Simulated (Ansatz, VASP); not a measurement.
**Two plane-wave programs on Al**

```
Al
1.0
     2.89320    0.00000    0.00000
    -1.44660    2.50558    0.00000
     0.00000    0.00000   10.03950
Al
4
Cartesian
  0.0000 0.0000 0.0000
  0.0000 1.6704 2.5099
  0.0000 0.0000 5.0198
  1.4466 0.8352 7.5296
```

Alike in both runs: task single point; functional PBE; dispersion D3(BJ); k mesh 18 × 18 × 4; occupations gaussian, width 0.15 eV; no spin polarisation.

|  | VASP | Ansatz |
| --- | --- | --- |
| version | VASP 6.6.1 | Ansatz 0.2.0 |
| potentials or method | VASP PAW PBE potentials, release 64 (Al), cutoff 520 eV | scalar-relativistic, plane waves, PAW |
| valence electrons in the cell | 12 | 12 |

```tsv
	VASP	Ansatz	Ansatz less VASP
gap on the k mesh at the Fermi level (eV)	none	none	-
pressure (GPa)	-8.3	-8.3	+0.01
traceless stress, the component that is largest in VASP (GPa)	-1.44	-1.44	-0.005
```

A gap of «none» marks a metal or a gap that the smearing closes.
